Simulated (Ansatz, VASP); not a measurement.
**One calculation of KF, two programs**

```
K F
1.0
     0.00000    2.58172    2.87216
     2.53654    0.00000    2.87216
     2.53654    2.58172    0.00000
K F
1 1
Direct
  0.00000 0.00000 0.00000
  0.50000 0.50000 0.50000
```

Change from the starting cell: normal strain along x -0.0175, normal strain along z +0.1125.

Alike in both runs: task single point; functional LDA; k mesh 8 × 8 × 8; occupations gaussian, width 0.05 eV; no spin polarisation.

|  | VASP | Ansatz |
| --- | --- | --- |
| version | VASP 6.6.1 | Ansatz 0.2.0 |
| potentials or method | VASP PAW LDA potentials, release 64 (K_sv, F), cutoff 520 eV | scalar-relativistic, plane waves, PAW |
| valence electrons in the cell | 16 | 16 |

```tsv
	VASP	Ansatz	Ansatz less VASP
gap on the k mesh at the Fermi level (eV)	5.71	5.73	+0.019
least direct gap on the mesh (eV)	5.71	5.73	+0.019
pressure (GPa)	-1.9	-2.0	-0.15
traceless stress, the component that is largest in VASP (GPa)	-3.10	-2.90	+0.196
```

LDA's correlation is that of Perdew and Zunger in VASP and of Perdew and Wang (1992) in Ansatz.
